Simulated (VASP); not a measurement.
# BaTiO3 (P4mm) in VASP: a series of runs

Runs on BaTiO3. Level: PBE. Tasks: single point.

All numbers are computed with VASP 6.6.1; they aren't measurements. Logs are shortened: lines on timing, memory, paths and dates and some standing lists are left out, and cuts for length are marked.

**1. The cell of the first run**

It takes space group P4mm (No. 99, tetragonal). The conventional cell has a = 3.932 Å, b = 3.932 Å, c = 4.072 Å, α = 90.00°, β = 90.00°, γ = 90.00°. Within 3.7 Å of Ba (site symmetry 4mm) lie 12 O at 2.78 to 2.89 Å and 8 Ti at 3.41 to 3.49 Å. Ti (site symmetry 4mm) has 6 O at 1.84 to 2.24 Å within 2.4 Å. Within 2.6 Å of O (site symmetry 2mm) lie 2 Ti at 1.97 Å. Within 2.4 Å of O (site symmetry 4mm) lie 2 Ti at 1.84 to 2.24 Å.

**2. Single point, PBE (strain -1.0%)**

File INCAR:

```
PREC = Accurate
ENCUT = 520
EDIFF = 1E-7
ISMEAR = -1
SIGMA = 0.02
LREAL = False
LASPH = True
NELM = 80
ALGO = Normal
ISIF = 2
LWAVE = False
LCHARG = False
GGA = PE
NBANDS = 28
```

File KPOINTS:

```
regular mesh
0
Gamma
  6 6 6
```

File POSCAR:

```
BaTiO3
1.0
    3.9323202718      0.0000000000      0.0000000000
    0.0000000000      3.9323202718      0.0000000000
    0.0000000000      0.0000000000      4.0718560630
Ba Ti O
1 1 3
Direct
    0.5000000000      0.5000000000      0.5825269777
    0.0000000000      0.0000000000      0.0996991037
    0.0000000000      0.5000000000      0.0635202394
    0.5000000000      0.0000000000      0.0635202394
    0.0000000000      0.0000000000      0.5507304299
```

Potentials or basis: VASP PAW PBE potentials, release 64 (Ba_sv, Ti_sv, O).

Command:

```console
$ cat potpaw_PBE.64/Ba_sv/POTCAR potpaw_PBE.64/Ti_sv/POTCAR potpaw_PBE.64/O/POTCAR > POTCAR
$ mpirun -np 1 vasp_std > vasp.out
```

OUTCAR:

```text
PREC = Accurate
   ENCUT = 520
   EDIFF = 1E-7
   ISMEAR = -1
   LREAL = False
   LASPH = True
   NELM = 80
   ISIF = 2
   GGA = PE

 ion  position               nearest neighbor table
   1  0.500  0.500  0.583-   3 2.78   4 2.78   4 2.78   3 2.78   5 2.78   5 2.78   5 2.78   5 2.78
                             3 2.89   4 2.89   3 2.89   4 2.89   2 3.41   2 3.41   2 3.41   2 3.41
   2  0.000  0.000  0.100-   5 1.84   4 1.97   3 1.97   3 1.97   4 1.97   5 2.24   1 3.41   1 3.41
                             1 3.41   1 3.41   1 3.49   1 3.49   1 3.49   1 3.49
   3  0.000  0.500  0.064-   2 1.97   2 1.97   1 2.78   1 2.78   1 2.89   1 2.89
   4  0.500  0.000  0.064-   2 1.97   2 1.97   1 2.78   1 2.78   1 2.89   1 2.89
   5  0.000  0.000  0.551-   2 1.84   2 2.24   1 2.78   1 2.78   1 2.78   1 2.78

  LATTYP: Found a simple tetragonal cell.
 ALAT       =     3.9323202718
 C/A-ratio  =     1.0354843404

  Lattice vectors:

 A1 = (   3.9323202718,   0.0000000000,   0.0000000000)
 A2 = (   0.0000000000,   3.9323202718,   0.0000000000)
 A3 = (   0.0000000000,   0.0000000000,   4.0718560630)

Analysis of symmetry for initial positions (statically):
=====================================================================
 Subroutine PRICEL returns:
 Original cell was already a primitive cell.

 Routine SETGRP: Setting up the symmetry group for a
 simple tetragonal supercell.

 Subroutine GETGRP returns: Found  8 space group operations
 (whereof  8 operations were pure point group operations)
 out of a pool of 16 trial point group operations.

The static configuration has the point symmetry C_4v.

Analysis of symmetry for dynamics (positions and initial velocities):
=====================================================================
 Subroutine PRICEL returns:
 Original cell was already a primitive cell.

 Routine SETGRP: Setting up the symmetry group for a
 simple tetragonal supercell.

 Subroutine GETGRP returns: Found  8 space group operations
 (whereof  8 operations were pure point group operations)
 out of a pool of 16 trial point group operations.

The dynamic configuration has the point symmetry C_4v.

 Subroutine INISYM returns: Found  8 space group operations
 (whereof  8 operations are pure point group operations),
 and found     1 'primitive' translations

----------------------------------------------------------------------------------------

                                     Primitive cell

[... 91 lines left out ...]
   LNONCOLLINEAR =      F non collinear calculations
   LSORBIT =      F    spin-orbit coupling
   LASPH  =      T    aspherical Exc in radial PAW
   ENCUT  =  520.0 eV  38.22 Ry    6.18 a.u.   7.31  7.31  7.57*2*pi/ulx,y,z
   NELM   =     80;   NELMIN=  2; NELMDL= -5     # of ELM steps
   EDIFF  = 0.1E-06   stopping-criterion for ELM
   LREAL  =      F    real-space projection
   EDIFFG = 0.1E-05   stopping-criterion for IOM
   NSW    =      0    number of steps for IOM
   IBRION =     -1    ionic relax: 0-MD 1-quasi-New 2-CG
   NFREE  =      0    steps in history (QN), initial steepest desc. (CG)
   ISIF   =      2    stress and relaxation
   ISYM   =      2    0-nonsym 1-usesym 2-fastsym
   POTIM  = 0.5000    time-step for ionic-motion
   TEBEG  =    0.0;   TEEND  =   0.0 temperature during run
   PSTRESS=    0.0 pullay stress
   NELECT =      40.0000    total number of electrons
   NUPDOWN=      -1.0000    fix difference up-down
   EMIN   =  10.00;   EMAX   =-10.00  energy-range for DOS
   EFERMI =   0.00;   METHOD = LEGACY
   ISMEAR =    -1;   SIGMA  =   0.02  broadening in eV -4-tet -1-fermi 0-gaus
   EFERMI_NEDOS =   21; number of points for ismear=-14 and -15
   IALGO  =     38    algorithm
   IMIX   =      4    mixing-type and parameters
     AMIX     =   0.40;   BMIX     =  1.00
     AMIX_MAG =   1.60;   BMIX_MAG =  1.00
  volume/ion in A,a.u.               =      12.59        84.98
  Fermi-wavevector in a.u.,A,eV,Ry     =   1.407337  2.659481 26.947663  1.980597
  Thomas-Fermi vector in A             =   2.529606
   LORBIT       =      0    0 simple, 1 ext, 2 COOP (PROOUT), +10 PAW based schemes
   GGA     = PE    functional components
   LHFCALC =     F    Hartree Fock is set to
   AEXX    =    0.0000 exact exchange contribution
   IVDW    =     0    specifies the selected vdW correction
   LEPSILON=     F    determine dielectric tensor
   LRPA    =     F    only Hartree local field effects (RPA)
 non-spin polarized calculation
  energy-cutoff  :      520.00
  volume of cell :       62.96
 maximum number of plane-waves:      1712
 NGX is ok and might be reduce to    30
   NGX = 15   NGY = 15   NGZ = 15

 number of electron      39.9999998 magnetization

 Free energy of the ion-electron system (eV)
  ---------------------------------------------------
  ext. energy  EPLUGINS =         0.00000000
  ---------------------------------------------------
  free energy    TOTEN  =       -39.92411748 eV

  energy without entropy =      -39.92411748  energy(sigma->0) =      -39.92411748

 E-fermi :   4.6556     XC(G=0): -11.3426

 val. band max:        4.1115044509   @ k =   0.5000   0.5000   0.5000
 cond. band min:       5.9563532463   @ k =   0.0000   0.0000   0.0000
 fundamental gap:      1.8448487954
 Fermi energy:         4.6555616104

 k-point     1 :       0.0000    0.0000    0.0000
  band No.  band energies     occupation
      1     -52.3764      2.00000
      2     -28.6813      2.00000
      3     -28.6038      2.00000
      4     -28.6038      2.00000
      5     -20.8337      2.00000
      6     -12.9568      2.00000
[... 733 lines left out ...]
     27      12.2216      0.00000
     28      13.5031      0.00000

 [... further k-points ...]
[... 5 lines left out ...]
  --------------------------------------------------------------------------------------
  -------------------------------------------------------------------------------------
  Total        4.0870412      4.0870412      3.3077128      0.0000000     -0.0000000      0.0000000
  in kB      103.9990604    103.9990604     84.1682301      0.0000000     -0.0000000      0.0000000
  external PRESSURE =      97.3887836 kB  Pullay stress =       0.0000000 kB

 VOLUME and BASIS-vectors are now :
 -----------------------------------------------------------------------------
  energy-cutoff  :      520.00
  volume of cell :       62.96
      direct lattice vectors                 reciprocal lattice vectors
     3.932320272  0.000000000  0.000000000     0.254302786  0.000000000  0.000000000
     0.000000000  3.932320272  0.000000000     0.000000000  0.254302786  0.000000000
     0.000000000  0.000000000  4.071856063     0.000000000  0.000000000  0.245588249

 POSITION                                       TOTAL-FORCE (eV/Angst)
 -----------------------------------------------------------------------------------
      1.96616      1.96616      2.37197         0.000000     -0.000000     -0.018736
      0.00000      0.00000      0.40596         0.000000      0.000000     -0.103489
      0.00000      1.96616      0.25865        -0.000000      0.000000     -0.024322
      1.96616      0.00000      0.25865         0.000000      0.000000     -0.024322
      0.00000      0.00000      2.24250        -0.000000      0.000000      0.170868
 -----------------------------------------------------------------------------------
    total drift:                                0.000000     -0.000000     -0.000119

  FREE ENERGIE OF THE ION-ELECTRON SYSTEM (eV)
  ---------------------------------------------------
  free  energy   TOTEN  =       -39.9241174845 eV

  energy  without entropy=      -39.9241174845  energy(sigma->0) =      -39.92411748
```

It took 44 s on 1 thread of Intel Xeon 6975P-C (Granite Rapids), shared host; peak memory 0.21 GiB.

Results:

- Free energy: -39.9241 eV
- Pressure: 9.7 GPa
- Largest force: 0.171 eV/Å
- Band gap on the k mesh: 1.84 eV, indirect (least direct gap 2.29 eV)

Forces in eV/Å, atoms in the order of the input:
```
Ba   0.000  0.000 -0.019
Ti   0.000  0.000 -0.103
O    0.000  0.000 -0.024
O    0.000  0.000 -0.024
O    0.000  0.000  0.171
```

Levels at points of the mesh, in eV from the valence-band top:
```
           k point  band 18  band 19  band 20  band 21  band 22  band 23
(0.00, 0.00, 0.00)    -0.59    -0.45    -0.45     1.84     2.25     2.25
(0.50, 0.00, 0.00)    -1.79    -1.28    -1.08     2.38     3.66     3.72
(0.50, 0.50, 0.00)    -1.02    -1.02    -0.08     3.75     3.75     4.14
(0.00, 0.00, 0.50)    -2.03    -0.73    -0.73     1.99     3.60     3.60
(0.50, 0.00, 0.50)    -1.06    -1.01    -0.37     3.61     3.69     3.98
(0.50, 0.50, 0.50)    -0.28    -0.28     0.00     4.26     4.26     4.36
```

Caveat: the cell differs from its parent crystal (strain -1.0%); spin-orbit coupling is left out, which moves the levels of the heavy elements. A k mesh can miss the band edges.

**3. Single point, PBE**

This run uses another cell than the first one, of 12.98 Å³/atom, 1.031 times its volume.

File INCAR:

```
SYSTEM = BaTiO3
  PREC = Accurate
  ENCUT = 520
  EDIFF = 1E-6
  ISMEAR = -1
  SIGMA = 0.02
  LREAL = .FALSE.
  LASPH = .TRUE.
  NELM = 60
  ALGO = Normal
  ISIF = 2
  LWAVE = .FALSE.
  LCHARG = .FALSE.
  GGA = PE
  NBANDS = 28
```

File KPOINTS:

```
regular mesh
0
G
  6 6 6
  0 0 0
```

File POSCAR:

```
BaTiO3
1.0
    3.9720406786      0.0000000000      0.0000000000
    0.0000000000      3.9720406786      0.0000000000
    0.0000000000      0.0000000000      4.1129859223
Ba Ti O
1 1 3
Direct
    0.5000000000      0.5000000000      0.5850376240
    0.0000000000      0.0000000000      0.1031585467
    0.0000000000      0.5000000000      0.0629149697
    0.5000000000      0.0000000000      0.0629149697
    0.0000000000      0.0000000000      0.5459708799
```

Potentials or basis: VASP PAW PBE potentials, release 64 (Ba_sv, Ti_sv, O).

Command:

```console
$ cat potpaw_PBE.64/Ba_sv/POTCAR potpaw_PBE.64/Ti_sv/POTCAR potpaw_PBE.64/O/POTCAR > POTCAR
$ mpirun -np 1 vasp_std > vasp.out
```

Wall time 40 s (1 thread of Intel Xeon 6975P-C (Granite Rapids), shared host); peak memory 0.22 GiB.

The run converged. Its results:

| Quantity | Value |
| --- | --- |
| Free energy | -40.0082 eV |
| Pressure | 4.9 GPa |
| Largest force | 0.202 eV/Å |
| Band gap on the k mesh | 1.81 eV, indirect (least direct gap 2.30 eV) |

Forces in eV/Å, atoms in the order of the input:
```
Ba   0.000  0.000 -0.019
Ti   0.000  0.000 -0.135
O    0.000  0.000 -0.024
O    0.000  0.000 -0.024
O    0.000  0.000  0.202
```

Stress tensor (GPa, compression positive):
```
4.85 0.00 0.00
0.00 4.85 0.00
0.00 0.00 5.04
```

Levels at points of the mesh, in eV from the valence-band top:
| k point | band 17 | band 18 | band 19 | band 20 | band 21 | band 22 | band 23 | band 24 |
| --- | --- | --- | --- | --- | --- | --- | --- | --- |
| (0.00, 0.00, 0.00) | -1.28 | -0.71 | -0.49 | -0.49 | 1.81 | 2.32 | 2.32 | 4.09 |
| (0.50, 0.00, 0.00) | -1.95 | -1.72 | -1.38 | -1.17 | 2.42 | 3.52 | 3.61 | 4.16 |
| (0.50, 0.50, 0.00) | -1.95 | -1.11 | -1.11 | -0.07 | 3.64 | 3.64 | 3.99 | 4.41 |
| (0.00, 0.00, 0.50) | -2.05 | -2.02 | -0.73 | -0.73 | 1.95 | 3.53 | 3.53 | 4.09 |
| (0.50, 0.00, 0.50) | -1.81 | -1.08 | -1.02 | -0.41 | 3.54 | 3.56 | 3.86 | 4.90 |
| (0.50, 0.50, 0.50) | -2.58 | -0.33 | -0.33 | 0.00 | 4.11 | 4.11 | 4.19 | 6.22 |

Caveat: spin-orbit coupling is left out, which moves the levels of the heavy elements.

**4. Single point, PBE (strain +1.0%)**

File INCAR:

```
SYSTEM = BaTiO3
ALGO = Normal
EDIFF = 1E-6
ENCUT = 520
GGA = PE
ISIF = 2
ISMEAR = -1
LASPH = .TRUE.
LCHARG = .TRUE.
LELF = .TRUE.
LREAL = .FALSE.
LVHAR = .TRUE.
LWAVE = .FALSE.
NBANDS = 28
NELM = 80
PREC = Accurate
SIGMA = 0.02
```

File KPOINTS:

```
k-points
0
G
  6 6 6
  0 0 0
```

File POSCAR:

```
BaTiO3
1.0
    4.0117610854      0.0000000000      0.0000000000
    0.0000000000      4.0117610854      0.0000000000
    0.0000000000      0.0000000000      4.1541157815
Ba Ti O
1 1 3
Direct
    0.5000000000      0.5000000000      0.5876883284
    0.0000000000      0.0000000000      0.1061577726
    0.0000000000      0.5000000000      0.0624234666
    0.5000000000      0.0000000000      0.0624234666
    0.0000000000      0.0000000000      0.5413039557
```

Command:

```console
$ cat potpaw_PBE.64/Ba_sv/POTCAR potpaw_PBE.64/Ti_sv/POTCAR potpaw_PBE.64/O/POTCAR > POTCAR
$ mpirun -np 1 vasp_std > vasp.out
```

It took 43 s on 1 thread of Intel Xeon 6975P-C (Granite Rapids), shared host; peak memory 0.22 GiB.

The run converged. Its results:

- Free energy: -40.0386 eV
- Pressure: 0.8 GPa
- Largest force: 0.229 eV/Å
- Band gap on the k mesh: 1.77 eV, indirect (least direct gap 2.30 eV)

Forces in eV/Å, atoms in the order of the input:
```
Ba   0.000  0.000 -0.017
Ti   0.000  0.000 -0.163
O    0.000  0.000 -0.024
O    0.000  0.000 -0.024
O    0.000  0.000  0.229
```

Stress tensor (GPa, compression positive):
```
0.11 0.00 0.00
0.00 0.11 0.00
0.00 0.00 2.24
```

Levels at points of the mesh, in eV from the valence-band top:
```tsv
k point	band 17	band 18	band 19	band 20	band 21	band 22	band 23	band 24
(0.00, 0.00, 0.00)	-1.24	-0.82	-0.52	-0.52	1.77	2.37	2.37	3.92
(0.50, 0.00, 0.00)	-1.90	-1.66	-1.47	-1.26	2.44	3.39	3.50	4.06
(0.50, 0.50, 0.00)	-2.01	-1.19	-1.19	-0.07	3.53	3.53	3.85	4.22
(0.00, 0.00, 0.50)	-2.01	-1.95	-0.73	-0.73	1.91	3.47	3.47	3.92
(0.50, 0.00, 0.50)	-1.83	-1.10	-1.03	-0.45	3.43	3.48	3.74	4.70
(0.50, 0.50, 0.50)	-2.63	-0.38	-0.38	0.00	3.98	3.98	4.02	6.00
```

Caveat: the cell differs from its parent crystal (strain +1.0%); spin-orbit coupling is left out, which moves the levels of the heavy elements. A k mesh can miss the band edges.

**5. Single point, PBE (strain +2.0%)**

File INCAR:

```
PREC     = Accurate       # precision mode
ENCUT    = 520            # plane-wave cutoff, eV
EDIFF    = 1E-6           # SCF threshold, eV
ISMEAR   = -1             # smearing method
SIGMA    = 0.02           # smearing width, eV
LREAL    = False          # projectors in reciprocal space
LASPH    = True           # aspherical terms in the spheres
NELM     = 60             # most SCF steps
ALGO     = Normal         # electronic algorithm
ISIF     = 2              # what is computed and relaxed
LWAVE    = False          # write WAVECAR
LCHARG   = False          # write CHGCAR
GGA      = PE             # functional
NBANDS   = 28             # bands
```

File KPOINTS:

```
Automatic mesh
0
Gamma
  6 6 6
```

File POSCAR:

```
BaTiO3
1.0
    4.0514814922      0.0000000000      0.0000000000
    0.0000000000      4.0514814922      0.0000000000
    0.0000000000      0.0000000000      4.1952456407
Ba Ti O
1 1 3
Direct
    0.5000000000      0.5000000000      0.5909419851
    0.0000000000      0.0000000000      0.1087880958
    0.0000000000      0.5000000000      0.0618146036
    0.5000000000      0.0000000000      0.0618146036
    0.0000000000      0.0000000000      0.5366377018
```

Potentials or basis: VASP PAW PBE potentials, release 64 (Ba_sv, Ti_sv, O).

Command:

```console
$ cat potpaw_PBE.64/Ba_sv/POTCAR potpaw_PBE.64/Ti_sv/POTCAR potpaw_PBE.64/O/POTCAR > POTCAR
$ mpirun -np 1 vasp_std > vasp.out
```

OUTCAR:

```text
PREC = Accurate
   ENCUT = 520
   EDIFF = 1E-6
   ISMEAR = -1
   LREAL = False
   LASPH = True
   NELM = 60
   ISIF = 2
   GGA = PE

 ion  position               nearest neighbor table
   1  0.500  0.500  0.591-   3 2.83   4 2.83   4 2.83   3 2.83   5 2.87   5 2.87   5 2.87   5 2.87
                             3 3.01   4 3.01   3 3.01   4 3.01   2 3.51   2 3.51   2 3.51   2 3.51
   2  0.000  0.000  0.109-   5 1.79   4 2.04   3 2.04   3 2.04   4 2.04   5 2.40   1 3.51   1 3.51
                             1 3.51   1 3.51   1 3.60   1 3.60   1 3.60   1 3.60
   3  0.000  0.500  0.062-   2 2.04   2 2.04   1 2.83   1 2.83   1 3.01   1 3.01
   4  0.500  0.000  0.062-   2 2.04   2 2.04   1 2.83   1 2.83   1 3.01   1 3.01
[... 950 lines left out ...]
  Total       -1.6889518     -1.6889518     -0.0244059      0.0000000      0.0000000      0.0000000
  in kB      -39.2954924    -39.2954924     -0.5678334      0.0000000      0.0000000      0.0000000
  external PRESSURE =     -26.3862727 kB  Pullay stress =       0.0000000 kB

 VOLUME and BASIS-vectors are now :
 -----------------------------------------------------------------------------
  energy-cutoff  :      520.00
  volume of cell :       68.86
      direct lattice vectors                 reciprocal lattice vectors
     4.051481492  0.000000000  0.000000000     0.246823292  0.000000000  0.000000000
     0.000000000  4.051481492  0.000000000     0.000000000  0.246823292  0.000000000
     0.000000000  0.000000000  4.195245641     0.000000000  0.000000000  0.238365065

 POSITION                                       TOTAL-FORCE (eV/Angst)
 -----------------------------------------------------------------------------------
      2.02574      2.02574      2.47915         0.000000     -0.000000     -0.020175
      0.00000      0.00000      0.45639         0.000000      0.000000     -0.189727
      0.00000      2.02574      0.25933         0.000000      0.000000     -0.023109
      2.02574      0.00000      0.25933         0.000000      0.000000     -0.023109
      0.00000      0.00000      2.25133         0.000000      0.000000      0.256120
 -----------------------------------------------------------------------------------
    total drift:                                0.000000     -0.000000      0.000036

  FREE ENERGIE OF THE ION-ELECTRON SYSTEM (eV)
  ---------------------------------------------------
  free  energy   TOTEN  =       -40.0217218670 eV

  energy  without entropy=      -40.0217218670  energy(sigma->0) =      -40.02172187
```

stdout:

```text
POSCAR found type information on POSCAR BaTiO
 POSCAR found :  3 types and       5 ions
 scaLAPACK will be used
 LDA part: xc-table for (Slater+PW92), standard interpolation
 POSCAR, INCAR and KPOINTS ok, starting setup
 FFT: planning ... GRIDC
 FFT: planning ... GRID_SOFT
 FFT: planning ... GRID
 WAVECAR not read
 entering main loop
```

Wall time 42 s (1 thread of Intel Xeon 6975P-C (Granite Rapids), shared host); peak memory 0.22 GiB.

What came out:

* Free energy: -40.0217 eV
* Pressure: -2.6 GPa
* Largest force: 0.256 eV/Å
* Band gap on the k mesh: 1.74 eV, indirect (least direct gap 2.28 eV)

Forces in eV/Å, atoms in the order of the input:
```
Ba   0.000  0.000 -0.020
Ti   0.000  0.000 -0.190
O    0.000  0.000 -0.023
O    0.000  0.000 -0.023
O    0.000  0.000  0.256
```

Levels at points of the mesh, in eV from the valence-band top:
```tsv
k point	band 17	band 18	band 19	band 20	band 21	band 22	band 23	band 24
(0.00, 0.00, 0.00)	-1.21	-0.93	-0.54	-0.54	1.74	2.41	2.41	3.76
(0.50, 0.00, 0.00)	-1.84	-1.60	-1.55	-1.34	2.47	3.26	3.39	3.98
(0.50, 0.50, 0.00)	-2.07	-1.24	-1.24	-0.07	3.43	3.43	3.71	4.04
(0.00, 0.00, 0.50)	-1.97	-1.89	-0.73	-0.73	1.87	3.41	3.41	3.77
(0.50, 0.00, 0.50)	-1.84	-1.11	-1.03	-0.48	3.31	3.42	3.63	4.51
(0.50, 0.50, 0.50)	-2.61	-0.42	-0.42	0.00	3.86	3.86	3.87	5.79
```

Caveat: the cell differs from its parent crystal (strain +2.0%); spin-orbit coupling is left out, which moves the levels of the heavy elements.

**6. Overview**

| cell | gap on the mesh (eV) | pressure (GPa) | largest force (eV/Å) |
| --- | --- | --- | --- |
| a = 3.932, b = 3.932, c = 4.072 Å, 5 atoms | 1.84 | 9.7 | 0.17 |
| a = 3.972, b = 3.972, c = 4.113 Å, 5 atoms | 1.81 | 4.9 | 0.20 |
| a = 4.012, b = 4.012, c = 4.154 Å, 5 atoms | 1.77 | 0.8 | 0.23 |
| a = 4.051, b = 4.051, c = 4.195 Å, 5 atoms | 1.74 | -2.6 | 0.26 |

Alike in all rows: task single point; level PBE; potentials or basis VASP PAW PBE potentials, release 64 (Ba_sv, Ti_sv, O); no spin polarisation; k mesh 6 × 6 × 6; cutoff (eV) 520; smearing fermi-dirac 0.02 eV.

Caveats: spin-orbit coupling is left out, which moves the levels of the heavy elements.

Total energies depend on the potentials used, so only differences within one code and one set of settings carry meaning.
